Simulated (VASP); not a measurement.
Set up this calculation in VASP 6.6.1, as the native input.

* Task: single point
* Functional: PBE
* Potentials or basis: VASP PAW PBE potentials, release 64 (Ge_d)
* Cutoff: 500 eV
* k mesh: 6 × 6 × 6
* Occupations: gaussian, width 0.1 eV
* Spin: no spin polarisation
* Dipole correction: no
* Further INCAR settings: ALGO = Normal; EDIFF = 1e-06; NBANDS = 21

The structure of Ge lies in POSCAR:

```
Ge
1.0
    0.0000000000      2.8289100000      2.8289100000
    2.8289100000      0.0000000000      2.8289100000
    2.8289100000      2.8289100000      0.0000000000
Ge
2
Direct
    0.0000000000      0.0000000000      0.0000000000
    0.2500000000      0.2500000000      0.2500000000
```

These files were run (other wordings do the same):

INCAR

```
SYSTEM = Ge
PREC = Accurate ; ENCUT = 500
EDIFF = 1E-6 ; ISMEAR = 0
SIGMA = 0.1 ; LREAL = .False.
LASPH = .True. ; NELM = 120
ALGO = Normal ; ISIF = 2
LWAVE = .False. ; LCHARG = .False.
GGA = PE ; NBANDS = 21
GGA_COMPAT = .False.
```

KPOINTS

```
regular mesh
0
Gamma
  6 6 6
  0 0 0
```

Potentials or basis: VASP PAW PBE potentials, release 64 (Ge_d).

The run is started by

```console
$ cat potpaw_PBE.64/Ge_d/POTCAR > POTCAR
$ mpirun -np 1 vasp_std > vasp.out
```

Results of the run:

- Pressure: 3.5 GPa

It took 9.8 s on 1 thread of Intel(R) Xeon(R) Platinum 8488C (Sapphire Rapids) (shared host), peak memory 0.16 GiB.
